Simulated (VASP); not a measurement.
Wanted: the native input for a VASP 6.6.1 run.

| Item | Value |
| --- | --- |
| Task | single point |
| Functional | PBEsol |
| Potentials or basis | VASP PAW PBE potentials, release 64 (Ti_sv) |
| Cutoff | 520 eV |
| k mesh | 24 × 24 × 12 |
| Occupations | gaussian, width 0.1 eV |
| Spin | no spin polarisation |
| Dipole correction | no |
| Further INCAR settings | ALGO = Fast; EDIFF = 1e-07; NBANDS = 19 |

The structure of Ti lies in POSCAR:

```
Ti
1.0
    2.8714308483      0.0000000000      0.0000000000
   -1.4357154242      2.4867320599      0.0000000000
    0.0000000000      0.0000000000      4.6280716277
Ti
2
Direct
    0.3333333333      0.6666666667      0.2500000000
    0.6666666667      0.3333333333      0.7500000000
```

This cell differs from its parent crystal: biaxial strain in the a-b plane: -1.0 %, then relaxed in part.

The input as run:

INCAR

```
  PREC = Accurate
  ENCUT = 520
  EDIFF = 1E-7
  ISMEAR = 0
  SIGMA = 0.1
  LREAL = False
  LASPH = True
  NELM = 60
  ALGO = Fast
  ISIF = 2
  LWAVE = False
  LCHARG = True
  GGA = PS
  LELF = True
  LVHAR = True
  NBANDS = 19
```

KPOINTS

```
Automatic mesh
0
Gamma
  24 24 12
```

Potentials or basis: VASP PAW PBE potentials, release 64 (Ti_sv).

Launch:

```sh
$ cat potpaw_PBE.64/Ti_sv/POTCAR > POTCAR
$ mpirun -np 1 vasp_std > vasp.out
```

Results of the run:

* Pressure: 1.1 GPa
* Band gap on the k mesh: zero (bands 12 and 13 overlap by 1.18 eV)

Caveat: the cell differs from its parent crystal (biaxial strain in the a-b plane: -1.0 %, then relaxed in part); the PAW data sets were made with another functional, which shifts forces and pressure a little.

Run time: 9.5 min on 1 thread of AMD EPYC 9R45 96-Core Processor (Zen 5) (shared host), peak memory 0.29 GiB.
